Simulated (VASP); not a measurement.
# PbS (P1) in VASP: single point with PBE

Aim: the single point of PbS with PBE.

All numbers are computed with VASP 6.6.1; they aren't measurements. Logs are shortened: lines on timing, memory, paths and dates and some standing lists are left out, and cuts for length are marked.

**1. The cell of the first run**

The typed cell holds 16 atoms: a = 8.397 Å, b = 8.397 Å, c = 5.955 Å, α = 90.00°, β = 90.00°, γ = 90.00°.

**2. Single point, PBE**

INCAR reads:

```
PREC = Accurate ; ENCUT = 520
EDIFF = 1E-6 ; ISMEAR = -1
SIGMA = 0.086 ; LREAL = Auto
LASPH = True ; NELM = 60
ALGO = Normal ; ISIF = 2
LWAVE = False ; LCHARG = False
GGA = PE ; NBANDS = 94
```

KPOINTS reads:

```
Automatic mesh
0
Gamma
  2 2 2
```

POSCAR reads:

```
PbS
1.0
    8.3969062117      0.0000000000      0.0000000000
    0.0000000000      8.3970756195      0.0000000000
    0.0000000000      0.0000000000      5.9549033865
Pb S
8 8
Direct
    0.1190103801      0.3733213969      0.7582997921
    0.6177780089      0.3783065848      0.7502811901
    0.8760025198      0.1187395523      0.2483640630
    0.3790104260      0.1253005270      0.2499758440
    0.1289894126      0.8747446531      0.7439400293
    0.6166350879      0.8772475483      0.7544219794
    0.8808547831      0.6231589707      0.2462379160
    0.3834364609      0.6271180871      0.2523226495
    0.8562246402      0.1276444382      0.7444446555
    0.3738741295      0.1555340287      0.7523962538
    0.1278722154      0.3630151898      0.2471511130
    0.6293703737      0.3606586551      0.2429767380
    0.8669506145      0.6155217881      0.7531608338
    0.3851282744      0.6240287973      0.7513413249
    0.1167877758      0.8635528997      0.2415375879
    0.6326951696      0.9033747395      0.2421532150
```

Potentials or basis: VASP PAW PBE potentials, release 64 (Pb_d, S).

Launch:

```
$ cat potpaw_PBE.64/Pb_d/POTCAR potpaw_PBE.64/S/POTCAR > POTCAR
$ mpirun -np 1 vasp_std > vasp.out
```

OUTCAR:

```text
PREC = Accurate
   ENCUT = 520
   EDIFF = 1E-6
   ISMEAR = -1
   LREAL = Auto
   LASPH = True
   NELM = 60
   ISIF = 2
   GGA = PE

 ion  position               nearest neighbor table
   1  0.119  0.373  0.758-  10 2.82  11 2.91  13 2.94   9 3.02  11 3.05  14 3.07   7 4.10
   2  0.618  0.378  0.750-  10 2.77  14 2.84  13 2.89   9 2.91  12 2.94  12 3.03   8 4.13
   3  0.876  0.119  0.248-  16 2.73  12 2.90  11 2.95  15 2.95   9 2.96   9 3.01
   4  0.379  0.125  0.250-  16 2.83  12 2.89  11 2.90  10 2.97  10 3.00  15 3.11   6 4.13
   5  0.129  0.875  0.744-  15 2.97  15 2.99  14 3.01  13 3.10   9 3.12  10 3.13   6 4.10
   6  0.617  0.877  0.754-  14 2.88   9 2.91  16 2.92  13 3.04  16 3.06  10 3.10   5 4.10   4 4.13
                             8 4.13
   7  0.881  0.623  0.246-  15 2.83  13 2.94  11 3.01  13 3.02  12 3.05  16 3.14   1 4.10
   8  0.383  0.627  0.252-  14 2.97  14 2.98  15 2.99  12 3.05  11 3.09  16 3.12   2 4.13   6 4.13

   9  0.856  0.128  0.744-   2 2.91   6 2.91   3 2.96   3 3.01   1 3.02   5 3.12
  10  0.374  0.156  0.752-   2 2.77   1 2.82   4 2.97   4 3.00   6 3.10   5 3.13
  11  0.128  0.363  0.247-   4 2.90   1 2.91   3 2.95   7 3.01   1 3.05   8 3.09
  12  0.629  0.361  0.243-   4 2.89   3 2.90   2 2.94   2 3.03   8 3.05   7 3.05
  13  0.867  0.616  0.753-   2 2.89   1 2.94   7 2.94   7 3.02   6 3.04   5 3.10
  14  0.385  0.624  0.751-   2 2.84   6 2.88   8 2.97   8 2.98   5 3.01   1 3.07
  15  0.117  0.864  0.242-   7 2.83   3 2.95   5 2.97   8 2.99   5 2.99   4 3.11
  16  0.633  0.903  0.242-   3 2.73   4 2.83   6 2.92   6 3.06   8 3.12   7 3.14

  LATTYP: Found a simple orthorhombic cell.
 ALAT       =     5.9549033865
 B/A-ratio  =     1.4100826943
 C/A-ratio  =     1.4101111428

  Lattice vectors:

 A1 = (   0.0000000000,   0.0000000000,   5.9549033865)
 A2 = (   8.3969062117,   0.0000000000,   0.0000000000)
 A3 = (   0.0000000000,   8.3970756195,   0.0000000000)

Analysis of symmetry for initial positions (statically):
=====================================================================
 Subroutine PRICEL returns:
 Original cell was already a primitive cell.

 Routine SETGRP: Setting up the symmetry group for a
 simple orthorhombic supercell.

 Subroutine GETGRP returns: Found  1 space group operations
 (whereof  1 operations were pure point group operations)
 out of a pool of  8 trial point group operations.

The static configuration has the point symmetry C_1 .

Analysis of symmetry for dynamics (positions and initial velocities):
=====================================================================
 Subroutine PRICEL returns:
 Original cell was already a primitive cell.

 Routine SETGRP: Setting up the symmetry group for a
 simple orthorhombic supercell.

 Subroutine GETGRP returns: Found  1 space group operations
 (whereof  1 operations were pure point group operations)
 out of a pool of  8 trial point group operations.

The dynamic configuration has the point symmetry C_1 .

 Subroutine INISYM returns: Found  1 space group operations
 (whereof  1 operations are pure point group operations),
 and found     1 'primitive' translations

----------------------------------------------------------------------------------------

                                     Primitive cell

  volume of cell :     419.8770

  direct lattice vectors                    reciprocal lattice vectors
     8.396906212  0.000000000  0.000000000     0.119091481  0.000000000  0.000000000
     0.000000000  8.397075620  0.000000000     0.000000000  0.119089079  0.000000000
     0.000000000  0.000000000  5.954903386     0.000000000  0.000000000  0.167928837

  length of vectors
     8.396906212  8.397075620  5.954903386     0.119091481  0.119089079  0.167928837

  position of ions in fractional coordinates (direct lattice)
     0.119010380  0.373321397  0.758299792
     0.617778009  0.378306585  0.750281190
     0.876002520  0.118739552  0.248364063
     0.379010426  0.125300527  0.249975844
     0.128989413  0.874744653  0.743940029
     0.616635088  0.877247548  0.754421979
[... 8 lines left out ...]
     0.116787776  0.863552900  0.241537588
     0.632695170  0.903374740  0.242153215

  ion indices of the primitive-cell ions
   primitive index   ion index
                 1           1
                 2           2
                 3           3
                 4           4
                 5           5
                 6           6
[... 8 lines left out ...]
                15          15
                16          16

----------------------------------------------------------------------------------------

 KPOINTS: Automatic mesh

Automatic generation of k-mesh.
 Grid dimensions read from file:
 generate k-points for:    2    2    2

 Generating k-lattice:

  Cartesian coordinates                     Fractional coordinates (reciprocal lattice)
     0.059545741  0.000000000  0.000000000     0.500000000  0.000000000  0.000000000
     0.000000000  0.059544539  0.000000000     0.000000000  0.500000000  0.000000000
     0.000000000  0.000000000  0.083964418     0.000000000  0.000000000  0.500000000

  Length of vectors
     0.059545741  0.059544539  0.083964418

  Shift w.r.t. Gamma in fractional coordinates (k-lattice)
     0.000000000  0.000000000  0.000000000

 Subroutine IBZKPT returns following result:
 ===========================================

 Found      8 irreducible k-points:

 Following reciprocal coordinates:
            Coordinates               Weight
  0.000000  0.000000  0.000000      1.000000
  0.500000  0.000000  0.000000      1.000000
  0.000000  0.500000  0.000000      1.000000
  0.500000  0.500000  0.000000      1.000000
  0.000000  0.000000  0.500000      1.000000
  0.500000  0.000000  0.500000      1.000000
  0.000000  0.500000  0.500000      1.000000
  0.500000  0.500000  0.500000      1.000000
   k-points           NKPTS =      8   k-points in BZ     NKDIM =      8   number of bands    NBANDS=     94
   number of dos      NEDOS =    301   number of ions     NIONS =     16
   total plane-waves  NPLWV = 196608
   dimension x,y,z NGX =    64 NGY =   64 NGZ =   48
   dimension x,y,z NGXF=   128 NGYF=  128 NGZF=   96
   ions per type =               8   8
   NGX,Y,Z   is equivalent  to a cutoff of  12.67, 12.67, 13.40 a.u.
   NGXF,Y,Z  is equivalent  to a cutoff of  25.34, 25.34, 26.80 a.u.
 SYSTEM =  unknown system
   PREC   = accura    normal or accurate (medium, high low for compatibility)
   ISTART =      0    job   : 0-new  1-cont  2-samecut
   ICHARG =      2    charge: 1-file 2-atom 10-const
   ISPIN  =      1    spin polarized calculation?
   LNONCOLLINEAR =      F non collinear calculations
   LSORBIT =      F    spin-orbit coupling
   LASPH  =      T    aspherical Exc in radial PAW
   ENCUT  =  520.0 eV  38.22 Ry    6.18 a.u.  15.61 15.61 11.07*2*pi/ulx,y,z
   NELM   =     60;   NELMIN=  2; NELMDL= -5     # of ELM steps
   EDIFF  = 0.1E-05   stopping-criterion for ELM
   LREAL  =      T    real-space projection
   EDIFFG = 0.1E-04   stopping-criterion for IOM
   NSW    =      0    number of steps for IOM
   IBRION =     -1    ionic relax: 0-MD 1-quasi-New 2-CG
   NFREE  =      0    steps in history (QN), initial steepest desc. (CG)
   ISIF   =      2    stress and relaxation
   ISYM   =      2    0-nonsym 1-usesym 2-fastsym
   POTIM  = 0.5000    time-step for ionic-motion
   TEBEG  =    0.0;   TEEND  =   0.0 temperature during run
   PSTRESS=    0.0 pullay stress
   NELECT =     160.0000    total number of electrons
   NUPDOWN=      -1.0000    fix difference up-down
   EMIN   =  10.00;   EMAX   =-10.00  energy-range for DOS
   EFERMI =   0.00;   METHOD = LEGACY
   ISMEAR =    -1;   SIGMA  =   0.09  broadening in eV -4-tet -1-fermi 0-gaus
   EFERMI_NEDOS =   21; number of points for ismear=-14 and -15
   IALGO  =     38    algorithm
   IMIX   =      4    mixing-type and parameters
     AMIX     =   0.40;   BMIX     =  1.00
     AMIX_MAG =   1.60;   BMIX_MAG =  1.00
  volume/ion in A,a.u.               =      26.24       177.09
  Fermi-wavevector in a.u.,A,eV,Ry     =   1.186882  2.242881 19.166369  1.408688
  Thomas-Fermi vector in A             =   2.323045
   LORBIT       =      0    0 simple, 1 ext, 2 COOP (PROOUT), +10 PAW based schemes
   GGA     = PE    functional components
   LHFCALC =     F    Hartree Fock is set to
   AEXX    =    0.0000 exact exchange contribution
   IVDW    =     0    specifies the selected vdW correction
   LEPSILON=     F    determine dielectric tensor
   LRPA    =     F    only Hartree local field effects (RPA)
 non-spin polarized calculation
  energy-cutoff  :      520.00
  volume of cell :      419.88
 maximum number of plane-waves:     11336
 NGX is ok and might be reduce to    64
   NGX = 31   NGY = 31   NGZ = 23

 number of electron     159.9999999 magnetization

 Free energy of the ion-electron system (eV)
  ---------------------------------------------------
  ext. energy  EPLUGINS =         0.00000000
  ---------------------------------------------------
  free energy    TOTEN  =       -68.15179942 eV

  energy without entropy =      -68.11164856  energy(sigma->0) =      -68.13172399

 E-fermi :   5.9444     XC(G=0):  -9.6490

 val. band max:        5.7863326723   @ k =   0.0000   0.0000   0.5000
 cond. band min:       6.1340023568   @ k =   0.0000   0.0000   0.5000
 fundamental gap:      0.3476696845
 Fermi energy:         5.9444425295

 k-point     1 :       0.0000    0.0000    0.0000
  band No.  band energies     occupation
      1     -11.3854      2.00000
      2     -11.3471      2.00000
      3     -11.3275      2.00000
      4     -11.3248      2.00000
      5     -11.3071      2.00000
      6     -11.3045      2.00000
[... 84 lines left out ...]
     91       9.6800      0.00000
     92       9.6960      0.00000

 k-point     2 :       0.5000    0.0000    0.0000
  band No.  band energies     occupation
      1     -11.3811      2.00000
      2     -11.3425      2.00000
      3     -11.3273      2.00000
      4     -11.3246      2.00000
      5     -11.3054      2.00000
      6     -11.3021      2.00000
[... 84 lines left out ...]
     91       9.5242      0.00000
     92       9.6764      0.00000

 k-point     3 :       0.0000    0.5000    0.0000
  band No.  band energies     occupation
      1     -11.3821      2.00000
      2     -11.3429      2.00000
      3     -11.3274      2.00000
      4     -11.3246      2.00000
      5     -11.3045      2.00000
      6     -11.3030      2.00000
[... 84 lines left out ...]
     91       9.6095      0.00000
     92       9.6329      0.00000

 k-point     4 :       0.5000    0.5000    0.0000
  band No.  band energies     occupation
      1     -11.3801      2.00000
      2     -11.3410      2.00000
      3     -11.3272      2.00000
      4     -11.3245      2.00000
      5     -11.3034      2.00000
      6     -11.3007      2.00000
[... 84 lines left out ...]
     91      10.0387      0.00000
     92      10.1382      0.00000

 k-point     5 :       0.0000    0.0000    0.5000
  band No.  band energies     occupation
      1     -11.3481      2.00000
      2     -11.3273      2.00000
      3     -11.3238      2.00000
      4     -11.3209      2.00000
      5     -11.3054      2.00000
      6     -11.3046      2.00000
[... 84 lines left out ...]
     91       7.7633      0.00000
     92       7.7903      0.00000

 k-point     6 :       0.5000    0.0000    0.5000
  band No.  band energies     occupation
      1     -11.3469      2.00000
      2     -11.3272      2.00000
      3     -11.3233      2.00000
      4     -11.3174      2.00000
      5     -11.3039      2.00000
      6     -11.3028      2.00000
[... 84 lines left out ...]
     91       8.6509      0.00000
     92       8.6725      0.00000

 k-point     7 :       0.0000    0.5000    0.5000
  band No.  band energies     occupation
      1     -11.3472      2.00000
      2     -11.3272      2.00000
      3     -11.3234      2.00000
      4     -11.3183      2.00000
      5     -11.3043      2.00000
      6     -11.3033      2.00000
[... 84 lines left out ...]
     91       8.7141      0.00000
     92       8.8081      0.00000

 k-point     8 :       0.5000    0.5000    0.5000
  band No.  band energies     occupation
      1     -11.3462      2.00000
      2     -11.3271      2.00000
      3     -11.3232      2.00000
      4     -11.3158      2.00000
      5     -11.3029      2.00000
      6     -11.3014      2.00000
[... 84 lines left out ...]
     91       8.1171      0.00000
     92       8.1520      0.00000
 [bands above 92 left out]

------------------------ aborting loop because EDIFF is reached ----------------------------------------

  FORCE on cell =-STRESS in cart. coord.  units (eV):
  Direction    XX          YY          ZZ          XY          YZ          ZX
  --------------------------------------------------------------------------------------
  -------------------------------------------------------------------------------------
  Total        4.5985807      4.8504571     14.2938890      0.6067658      0.1637571     -0.0847870
  in kB       17.5473811     18.5084973     54.5429850      2.3153123      0.6248686     -0.3235323
  external PRESSURE =      30.1996211 kB  Pullay stress =       0.0000000 kB

 VOLUME and BASIS-vectors are now :
 -----------------------------------------------------------------------------
  energy-cutoff  :      520.00
  volume of cell :      419.88
      direct lattice vectors                 reciprocal lattice vectors
     8.396906212  0.000000000  0.000000000     0.119091481  0.000000000  0.000000000
     0.000000000  8.397075620  0.000000000     0.000000000  0.119089079  0.000000000
     0.000000000  0.000000000  5.954903386     0.000000000  0.000000000  0.167928837

 POSITION                                       TOTAL-FORCE (eV/Angst)
 -----------------------------------------------------------------------------------
      0.99932      3.13481      4.51560        -0.168299      0.067043     -0.004459
      5.18742      3.17667      4.46785         0.356388     -0.053631      0.000846
      7.35571      0.99706      1.47898         0.227166      0.291824      0.025367
      3.18252      1.05216      1.48858        -0.061871      0.148141      0.010149
      1.08311      7.34530      4.43009        -0.204226      0.011257      0.065690
      5.17783      7.36631      4.49251         0.304370      0.059475      0.024165
[... 8 lines left out ...]
      0.98066      7.25132      1.43833         0.254180     -0.210951     -0.000539
      5.31268      7.58571      1.44200        -0.207326     -0.861754     -0.017171
 -----------------------------------------------------------------------------------
    total drift:                               -0.013440     -0.000235     -0.006972

  FREE ENERGIE OF THE ION-ELECTRON SYSTEM (eV)
  ---------------------------------------------------
  free  energy   TOTEN  =       -68.1517994168 eV

  energy  without entropy=      -68.1116485610  energy(sigma->0) =      -68.13172399
```

It took 9.7 min on 1 thread of Intel Xeon Platinum 8259CL at 2.50GHz (Skylake/Cascade Lake), shared host; peak memory 0.54 GiB.

What came out:

```
Free energy            : -68.1518 eV
Pressure               : 3.0 GPa
Largest force          : 0.887 eV/Å
Band gap on the k mesh : 0.35 eV
```

Forces in eV/Å, atoms in the order of the input:
```
Pb  -0.168  0.067 -0.004
Pb   0.356 -0.054  0.001
Pb   0.227  0.292  0.025
Pb  -0.062  0.148  0.010
Pb  -0.204  0.011  0.066
Pb   0.304  0.059  0.024
Pb  -0.032 -0.144  0.001
Pb  -0.115 -0.231 -0.010
S    0.389 -0.226  0.014
S   -0.215 -0.751 -0.032
S    0.195  0.692 -0.039
S   -0.288  0.217  0.016
S    0.262  0.765 -0.022
S   -0.697  0.226 -0.032
S    0.254 -0.211 -0.001
S   -0.207 -0.862 -0.017
```

Caveat: the k points lie up to 0.53 Å⁻¹ apart; the atoms stand as in a frame of molecular dynamics; spin-orbit coupling is left out, which moves the levels of the heavy elements. A k mesh can miss the band edges.
